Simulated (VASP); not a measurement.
# AlNi: single point with PBE

The system is AlNi.

```xyz
2
Lattice="2.8810 -0.0096 0.0000 -0.0096 2.8810 0.0000 0.0000 0.0000 2.8810" Properties=species:S:1:pos:R:3 pbc="T T T"
Al    0.0000    0.0000    0.0000
Ni    1.4357    1.4357    1.4405
```

```yaml
Program: VASP 6.6.1
Task: single point
Functional: PBE
Potentials_or_basis: VASP PAW PBE potentials, release 64 (Al, Ni)
Cutoff: 520 eV
k_mesh: 12 × 12 × 12
Occupations: fermi-dirac, width 0.05 eV
Spin: collinear spin, ferromagnetic start
Starting_moments: "[0.0, 1.5] μB"
Dipole_correction: no
Further_INCAR_settings: ALGO = Normal; EDIFF = 1e-06; NBANDS = 18
```

- Pressure: 2.1 GPa
- Net moment: 0.00 μB per cell
- Valence electrons inside the program's atomic spheres: Al 0.80; Ni 9.46

Stress tensor (GPa, compression positive):
```
2.12 0.81 0.00
0.81 2.12 0.00
0.00 0.00 2.12
```

Levels at points of the mesh, in eV from the Fermi level:
Spin up:
```
           k point  band 5  band 6  band 7  band 8  band 9  band 10
(0.00, 0.00, 0.00)   -1.57   -1.57    5.44    5.47    5.49     8.09
(0.50, 0.00, 0.00)   -2.28   -1.49   -0.68    8.24    9.99     9.99
(0.50, 0.50, 0.00)   -2.11   -2.10   -1.05    1.45    2.44    12.24
(0.00, 0.00, 0.50)   -2.26   -1.49   -0.68    8.25    9.97    10.01
(0.50, 0.00, 0.50)   -2.11   -2.11   -1.05    1.45    2.43    12.24
(0.50, 0.50, 0.50)   -1.02    1.93    1.97    2.02    3.66     4.37
```
Spin down:
| k point | band 3 | band 4 | band 5 | band 6 | band 7 | band 8 | band 9 | band 10 | band 11 | band 12 |
| --- | --- | --- | --- | --- | --- | --- | --- | --- | --- | --- |
| (0.00, 0.00, 0.00) | -3.26 | -1.58 | -1.57 | -1.57 | 5.44 | 5.47 | 5.49 | 8.09 | 8.09 | 13.71 |
| (0.50, 0.00, 0.00) | -2.78 | -2.28 | -2.28 | -1.49 | -0.68 | 8.24 | 9.99 | 9.99 | 10.85 | 10.85 |
| (0.50, 0.50, 0.00) | -2.96 | -2.87 | -2.11 | -2.10 | -1.05 | 1.45 | 2.44 | 12.24 | 15.06 | 15.14 |
| (0.00, 0.00, 0.50) | -2.78 | -2.29 | -2.26 | -1.49 | -0.68 | 8.25 | 9.97 | 10.01 | 10.85 | 10.85 |
| (0.50, 0.00, 0.50) | -2.92 | -2.92 | -2.11 | -2.11 | -1.05 | 1.45 | 2.43 | 12.24 | 15.09 | 15.10 |
| (0.50, 0.50, 0.50) | -4.12 | -1.02 | -1.02 | 1.93 | 1.97 | 2.02 | 3.66 | 4.37 | 4.41 | 4.45 |

It took 2.9 min on 1 thread of Intel Xeon 8259CL (shared host), peak memory 0.31 GiB.
